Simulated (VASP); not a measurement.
A run of VASP 6.6.1:

INCAR

```
ALGO = Normal
EDIFF = 1E-6
EDIFFG = -0.01
ENCUT = 600
GGA = PS
IBRION = 2
ISIF = 3
ISMEAR = 0
LASPH = T
LCHARG = F
LREAL = F
LWAVE = F
NELM = 100
NSW = 60
PREC = Accurate
PSTRESS = 300.0
SIGMA = 0.05
```

The input KPOINTS:

```
k-points
0
Gamma
  9 9 9
```

Contents of POSCAR:

```
Sc
1.0
    1.8400000000      1.8400000000      1.8400000000
   -1.8400000000      1.8400000000      1.8400000000
   -1.8400000000     -1.8400000000      1.8400000000
Sc
1
Direct
    0.0000000000      0.0000000000      0.0000000000
```

Potentials or basis: VASP PAW PBE potentials, release 64 (Sc_sv).

Run with:

```sh
$ cat potpaw_PBE.64/Sc_sv/POTCAR > POTCAR
$ mpirun -np 1 vasp_std > vasp.out
```

Hardware: 1 thread of Intel Xeon 6975P-C, with other jobs on the host.

Problem. Estimate the wall time of this run.

Solution. Wall time 48 s on 1 thread of Intel Xeon 6975P-C, with other jobs on the host, peak memory 0.18 GiB. Counts: scf iterations 50, k points 35, ion steps 7.
